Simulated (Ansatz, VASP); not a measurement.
Si4GePt: VASP beside Ansatz

```
Si Ge Pt
1.0
     3.57350    0.00000    0.00000
    -1.78675    3.09474    0.00000
     0.00000    0.00000    9.07084
Si Ge Pt
4 1 1
Direct
  0.33333 0.66667 0.66875
  0.00000 0.00000 0.84144
  0.00000 0.00000 0.15856
  0.33333 0.66667 0.33125
  0.66667 0.33333 0.50000
  0.66667 0.33333 0.00000
```

Change from the starting cell: species swapped into the TaWSe4 type (P-6m2, No. 187).

Alike in both runs: functional PBE; k mesh 6 × 6 × 2; occupations gaussian, width 0.1 eV; no spin polarisation.

Ansatz relaxed the structure, and its values are those at the end. VASP's run is a single point on that final structure, the one shown.

|  | VASP | Ansatz |
| --- | --- | --- |
| version | VASP 6.6.1 | Ansatz 0.2.0 |
| potentials or method | VASP PAW PBE potentials, release 64 (Si, Ge_d, Pt), cutoff 520 eV | scalar-relativistic, plane waves, PAW |
| valence electrons in the cell | 40 | 48 |

```csv
,VASP,Ansatz,Ansatz less VASP
gap on the k mesh at the Fermi level (eV),none,none,-
pressure (GPa),0.0,0.0,+0.06
rms of the force components (eV/Å),0.014,0.013,-0.0011
```

A gap of «none» marks a metal or a gap that the smearing closes. The functional is the same, so the differences come from potentials, cutoffs and numerics. VASP's potentials hold 40 valence electrons a cell and Ansatz's 48, so a difference there can come from the potentials and not from the codes.

Neither program's run includes spin-orbit coupling.
